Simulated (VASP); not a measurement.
The system is CdS (Greenockite).

```
Cd S
1.0
     4.07383    0.00000    0.00000
    -2.03692    3.52804    0.00000
     0.00000    0.00000    6.61848
Cd S
2 2
Direct
  0.33333 0.66667 0.99903
  0.66667 0.33333 0.49903
  0.33333 0.66667 0.37597
  0.66667 0.33333 0.87597
```

This cell differs from its parent crystal: strain -2.2%.

Base run:

* Program: VASP 6.6.1
* Functional: PBE
* Potentials or basis: VASP PAW PBE potentials, release 64 (Cd, S)
* Cutoff: 520 eV
* k mesh: 12 × 12 × 4
* Occupations: fermi-dirac, width 0.02 eV
* Spin: no spin polarisation

Its results: band gap on the k mesh 1.33 eV, direct; pressure 6.4 GPa; largest force 0.005 eV/Å.

Task: The run is repeated on the same cell with these changes: functional from PBE to r2SCAN; occupations from fermi-dirac, width 0.02 eV to gaussian, width 0.01 eV. What comes out?

Result: Band gap on the k mesh 1.79 eV, direct; pressure 5.0 GPa; largest force 0.004 eV/Å.

Caveats: the PAW data sets were made with another functional, which shifts forces and pressure a little (some runs).

A k mesh can miss the band edges.
